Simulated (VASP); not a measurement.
# Cu2Re (P4/nmm) in VASP: single point with PBE

Aim: the single point of Cu2Re with PBE.

Program: VASP 6.6.1. These are calculated values, not measurements. Logs are shortened: lines on timing, memory, paths and dates and some standing lists are left out, and cuts for length are marked.

### 1 The cell of the first run

The structure is tetragonal, space group P4/nmm (No. 129). The conventional cell has a = 3.291 Å, b = 3.291 Å, c = 7.529 Å, α = 90.00°, β = 90.00°, γ = 90.00°. Within 3.1 Å of Cu (site symmetry -4m2) lie 8 Cu at 2.33 to 2.46 Å. Cu (site symmetry 4mm) has 8 Cu at 2.46 to 3.29 Å and 5 Re at 2.59 to 2.66 Å within 3.3 Å. Within 3.6 Å of Re (site symmetry 4mm) lie 9 Cu at 2.59 to 3.52 Å and 8 Re at 2.66 to 3.29 Å.

### 2 Single point, PBE

The input, INCAR:

```
ALGO = Normal
EDIFF = 1E-6
ENCUT = 820
GGA = PE
GGA_COMPAT = False
ISIF = 2
ISMEAR = 0
LASPH = True
LCHARG = False
LREAL = False
LWAVE = False
NBANDS = 62
NELM = 120
PREC = Accurate
SIGMA = 0.1
```

The input, KPOINTS:

```
k-points
0
Gamma
  12 12 6
```

The input, POSCAR:

```
Cu2Re
1.0
    3.2909028770      0.0000000000      0.0000000000
    0.0000000000      3.2909028770      0.0000000000
    0.0000000000      0.0000000000      7.5288124900
Cu Re
4 2
Direct
    0.0000000000      0.0000000000      0.0000000000
    0.5000000000      0.5000000000      0.0000000000
    0.0000000000      0.5000000000      0.2428407784
    0.5000000000      0.0000000000      0.7571592216
    0.0000000000      0.5000000000      0.5862059208
    0.5000000000      0.0000000000      0.4137940792
```

Potentials or basis: VASP PAW PBE potentials, release 64 (Cu_sv_GW, Re_sv_GW).

The run is started by

```bash
> cat potpaw_PBE.64/Cu_sv_GW/POTCAR potpaw_PBE.64/Re_sv_GW/POTCAR > POTCAR
> mpirun -np 1 vasp_std > vasp.out
```

OUTCAR:

```text
EDIFF = 1E-6
   ENCUT = 820
   GGA = PE
   ISIF = 2
   ISMEAR = 0
   LASPH = True
   LREAL = False
   NELM = 120
   PREC = Accurate

 ion  position               nearest neighbor table
   1  0.000  0.000  0.000-   2 2.33   2 2.33   2 2.33   2 2.33   3 2.46   4 2.46   4 2.46   3 2.46

   2  0.500  0.500  0.000-   1 2.33   1 2.33   1 2.33   1 2.33   4 2.46   4 2.46   3 2.46   3 2.46

   3  0.000  0.500  0.243-   1 2.46   2 2.46   1 2.46   2 2.46   5 2.59   6 2.66   6 2.66   6 2.66
                             6 2.66
   4  0.500  0.000  0.757-   1 2.46   2 2.46   2 2.46   1 2.46   6 2.59   5 2.66   5 2.66   5 2.66
                             5 2.66
   5  0.000  0.500  0.586-   3 2.59   4 2.66   4 2.66   4 2.66   4 2.66   6 2.66   6 2.66   6 2.66
                             6 2.66
   6  0.500  0.000  0.414-   4 2.59   3 2.66   3 2.66   3 2.66   3 2.66   5 2.66   5 2.66   5 2.66
                             5 2.66

  LATTYP: Found a simple tetragonal cell.
 ALAT       =     3.2909028770
 C/A-ratio  =     2.2877650211

  Lattice vectors:

 A1 = (   3.2909028770,   0.0000000000,   0.0000000000)
 A2 = (   0.0000000000,   3.2909028770,   0.0000000000)
 A3 = (   0.0000000000,   0.0000000000,   7.5288124900)

Analysis of symmetry for initial positions (statically):
=====================================================================
 Subroutine PRICEL returns:
 Original cell was already a primitive cell.

 Routine SETGRP: Setting up the symmetry group for a
 simple tetragonal supercell.

 Subroutine GETGRP returns: Found 16 space group operations
 (whereof  8 operations were pure point group operations)
 out of a pool of 16 trial point group operations.

The static configuration has the point symmetry D_2d.
 The point group associated with its full space group is D_4h.

Analysis of symmetry for dynamics (positions and initial velocities):
=====================================================================
 Subroutine PRICEL returns:
 Original cell was already a primitive cell.

 Routine SETGRP: Setting up the symmetry group for a
 simple tetragonal supercell.

 Subroutine GETGRP returns: Found 16 space group operations
 (whereof  8 operations were pure point group operations)
 out of a pool of 16 trial point group operations.

The dynamic configuration has the point symmetry D_2d.
 The point group associated with its full space group is D_4h.

 Subroutine INISYM returns: Found 16 space group operations
 (whereof  8 operations are pure point group operations),
 and found     1 'primitive' translations

----------------------------------------------------------------------------------------

                                     Primitive cell

  volume of cell :      81.5374

  direct lattice vectors                    reciprocal lattice vectors
     3.290902877  0.000000000  0.000000000     0.303867977  0.000000000  0.000000000
     0.000000000  3.290902877  0.000000000     0.000000000  0.303867977  0.000000000
     0.000000000  0.000000000  7.528812490     0.000000000  0.000000000  0.132823072

  length of vectors
     3.290902877  3.290902877  7.528812490     0.303867977  0.303867977  0.132823072

  position of ions in fractional coordinates (direct lattice)
     0.000000000  0.000000000  0.000000000
     0.500000000  0.500000000  0.000000000
     0.000000000  0.500000000  0.242840778
     0.500000000  0.000000000  0.757159222
     0.000000000  0.500000000  0.586205921
     0.500000000  0.000000000  0.413794079

  ion indices of the primitive-cell ions
   primitive index   ion index
                 1           1
                 2           2
                 3           3
                 4           4
                 5           5
                 6           6

----------------------------------------------------------------------------------------

 KPOINTS: k-points

Automatic generation of k-mesh.
 Grid dimensions read from file:
 generate k-points for:   12   12    6

 Generating k-lattice:

  Cartesian coordinates                     Fractional coordinates (reciprocal lattice)
     0.025322331  0.000000000  0.000000000     0.083333333  0.000000000  0.000000000
     0.000000000  0.025322331  0.000000000     0.000000000  0.083333333  0.000000000
     0.000000000  0.000000000  0.022137179     0.000000000  0.000000000  0.166666667

  Length of vectors
     0.025322331  0.025322331  0.022137179

  Shift w.r.t. Gamma in fractional coordinates (k-lattice)
     0.000000000  0.000000000  0.000000000

 Subroutine IBZKPT returns following result:
 ===========================================

 Found    112 irreducible k-points:

 Following reciprocal coordinates:
            Coordinates               Weight
  0.000000  0.000000  0.000000      1.000000
  0.083333  0.000000  0.000000      4.000000
  0.166667  0.000000  0.000000      4.000000
  0.250000  0.000000  0.000000      4.000000
  0.333333  0.000000  0.000000      4.000000
  0.416667  0.000000  0.000000      4.000000
[... 16 lines left out ...]
  0.333333  0.333333  0.000000      4.000000
  0.416667  0.333333  0.000000      8.000000
 [... further k-points ...]
   k-points           NKPTS =    112   k-points in BZ     NKDIM =    112   number of bands    NBANDS=     62
   number of dos      NEDOS =    301   number of ions     NIONS =      6
   total plane-waves  NPLWV =  71680
   dimension x,y,z NGX =    32 NGY =   32 NGZ =   70
   dimension x,y,z NGXF=    64 NGYF=   64 NGZF=  140
   ions per type =               4   2
   NGX,Y,Z   is equivalent  to a cutoff of  16.17, 16.17, 15.46 a.u.
   NGXF,Y,Z  is equivalent  to a cutoff of  32.33, 32.33, 30.91 a.u.
 SYSTEM =  unknown system
   PREC   = accura    normal or accurate (medium, high low for compatibility)
   ISTART =      0    job   : 0-new  1-cont  2-samecut
   ICHARG =      2    charge: 1-file 2-atom 10-const
   ISPIN  =      1    spin polarized calculation?
   LNONCOLLINEAR =      F non collinear calculations
   LSORBIT =      F    spin-orbit coupling
   LASPH  =      T    aspherical Exc in radial PAW
   ENCUT  =  820.0 eV  60.27 Ry    7.76 a.u.   7.68  7.68 17.58*2*pi/ulx,y,z
   NELM   =    120;   NELMIN=  2; NELMDL= -5     # of ELM steps
   EDIFF  = 0.1E-05   stopping-criterion for ELM
   LREAL  =      F    real-space projection
   EDIFFG = 0.1E-04   stopping-criterion for IOM
   NSW    =      0    number of steps for IOM
   IBRION =     -1    ionic relax: 0-MD 1-quasi-New 2-CG
   NFREE  =      0    steps in history (QN), initial steepest desc. (CG)
   ISIF   =      2    stress and relaxation
   ISYM   =      2    0-nonsym 1-usesym 2-fastsym
   POTIM  = 0.5000    time-step for ionic-motion
   TEBEG  =    0.0;   TEEND  =   0.0 temperature during run
   PSTRESS=    0.0 pullay stress
   NELECT =     106.0000    total number of electrons
   NUPDOWN=      -1.0000    fix difference up-down
   EMIN   =  10.00;   EMAX   =-10.00  energy-range for DOS
   EFERMI =   0.00;   METHOD = LEGACY
   ISMEAR =     0;   SIGMA  =   0.10  broadening in eV -4-tet -1-fermi 0-gaus
   EFERMI_NEDOS =   21; number of points for ismear=-14 and -15
   IALGO  =     38    algorithm
   IMIX   =      4    mixing-type and parameters
     AMIX     =   0.40;   BMIX     =  1.00
     AMIX_MAG =   1.60;   BMIX_MAG =  1.00
  volume/ion in A,a.u.               =      13.59        91.71
  Fermi-wavevector in a.u.,A,eV,Ry     =   1.786726  3.376422 43.435092  3.192389
  Thomas-Fermi vector in A             =   2.850249
   LORBIT       =      0    0 simple, 1 ext, 2 COOP (PROOUT), +10 PAW based schemes
   GGA     = PE    functional components
   LHFCALC =     F    Hartree Fock is set to
   AEXX    =    0.0000 exact exchange contribution
   IVDW    =     0    specifies the selected vdW correction
   LEPSILON=     F    determine dielectric tensor
   LRPA    =     F    only Hartree local field effects (RPA)
 non-spin polarized calculation
 Gauss-broadening in eV      SIGMA  =   0.10
  energy-cutoff  :      820.00
  volume of cell :       81.54
 maximum number of plane-waves:      4376
 NGX is ok and might be reduce to    32
   NGX = 15   NGY = 15   NGZ = 35

 number of electron     106.0000040 magnetization

 Free energy of the ion-electron system (eV)
  ---------------------------------------------------
  ext. energy  EPLUGINS =         0.00000000
  ---------------------------------------------------
  free energy    TOTEN  =       -40.55777167 eV

  energy without entropy =      -40.54382948  energy(sigma->0) =      -40.55080058

 E-fermi :   9.0972     XC(G=0): -13.2714

 val. band max:        9.0957035042   @ k =   0.5000   0.0833   0.0000
 cond. band min:       9.1098663875   @ k =   0.5000   0.1667   0.1667
 fundamental gap:      0.0141628833
 Fermi energy:         9.0972025717

 k-point     1 :       0.0000    0.0000    0.0000
  band No.  band energies     occupation
      1    -103.6471      2.00000
      2    -103.6465      2.00000
      3    -103.5254      2.00000
      4    -103.4917      2.00000
      5     -71.4244      2.00000
      6     -71.3105      2.00000
[... 54 lines left out ...]
     61      15.3695      0.00000
     62      18.4804      0.00000

 k-point     2 :       0.0833    0.0000    0.0000
  band No.  band energies     occupation
      1    -103.6471      2.00000
      2    -103.6465      2.00000
      3    -103.5248      2.00000
      4    -103.4923      2.00000
      5     -71.4222      2.00000
      6     -71.3122      2.00000
[... 54 lines left out ...]
     61      15.4512      0.00000
     62      17.6411      0.00000

 k-point     3 :       0.1667    0.0000    0.0000
  band No.  band energies     occupation
      1    -103.6470      2.00000
      2    -103.6466      2.00000
      3    -103.5232      2.00000
      4    -103.4940      2.00000
      5     -71.4160      2.00000
      6     -71.3174      2.00000
[... 1354 lines left out ...]
     61      15.1475      0.00000
     62      15.4662      0.00000

 k-point    24 :       0.4167    0.3333    0.0000
  band No.  band energies     occupation
      1    -103.6465      2.00000
      2    -103.6464      2.00000
      3    -103.5108      2.00000
      4    -103.5065      2.00000
      5     -71.3697      2.00000
      6     -71.3550      2.00000
[... 54 lines left out ...]
     61      14.6807      0.00000
     62      15.0523      0.00000

 [... further k-points ...]

------------------------ aborting loop because EDIFF is reached ----------------------------------------

  FORCE on cell =-STRESS in cart. coord.  units (eV):
  Direction    XX          YY          ZZ          XY          YZ          ZX
  --------------------------------------------------------------------------------------
  -------------------------------------------------------------------------------------
  Total       -0.5075627     -0.5075627     -0.5038403      0.0000000      0.0000000      0.0000000
  in kB       -9.9734096     -9.9734096     -9.9002659      0.0000000      0.0000000      0.0000000
  external PRESSURE =      -9.9490283 kB  Pullay stress =       0.0000000 kB

 VOLUME and BASIS-vectors are now :
 -----------------------------------------------------------------------------
  energy-cutoff  :      820.00
  volume of cell :       81.54
      direct lattice vectors                 reciprocal lattice vectors
     3.290902877  0.000000000  0.000000000     0.303867977  0.000000000  0.000000000
     0.000000000  3.290902877  0.000000000     0.000000000  0.303867977  0.000000000
     0.000000000  0.000000000  7.528812490     0.000000000  0.000000000  0.132823072

 POSITION                                       TOTAL-FORCE (eV/Angst)
 -----------------------------------------------------------------------------------
      0.00000      0.00000      0.00000         0.000000      0.000000      0.000000
      1.64545      1.64545      0.00000         0.000000     -0.000000      0.000000
      0.00000      1.64545      1.82830         0.000000      0.000000      0.007395
      1.64545      0.00000      5.70051        -0.000000      0.000000     -0.007395
      0.00000      1.64545      4.41343         0.000000      0.000000     -0.005797
      1.64545      0.00000      3.11538        -0.000000      0.000000      0.005797
 -----------------------------------------------------------------------------------
    total drift:                                0.000000     -0.000000     -0.000000

  FREE ENERGIE OF THE ION-ELECTRON SYSTEM (eV)
  ---------------------------------------------------
  free  energy   TOTEN  =       -40.5577716704 eV

  energy  without entropy=      -40.5438294849  energy(sigma->0) =      -40.55080058
```

Run time: 16 min. Hardware: 1 thread of Intel Xeon 6975P-C (Granite Rapids), shared host; peak memory 0.96 GiB.

Results:

| Property | Result |
| --- | --- |
| Free energy | -40.5578 eV |
| Pressure | -1.0 GPa |
| Largest force | 0.007 eV/Å |
| Band gap on the k mesh | zero (bands 53 and 54 overlap by 1.19 eV) |

Forces in eV/Å, atoms in the order of the input:
```
Cu   0.000  0.000  0.000
Cu   0.000  0.000  0.000
Cu   0.000  0.000  0.007
Cu   0.000  0.000 -0.007
Re   0.000  0.000 -0.006
Re   0.000  0.000  0.006
```

Caveat: spin-orbit coupling is left out, which moves the levels of the heavy elements.
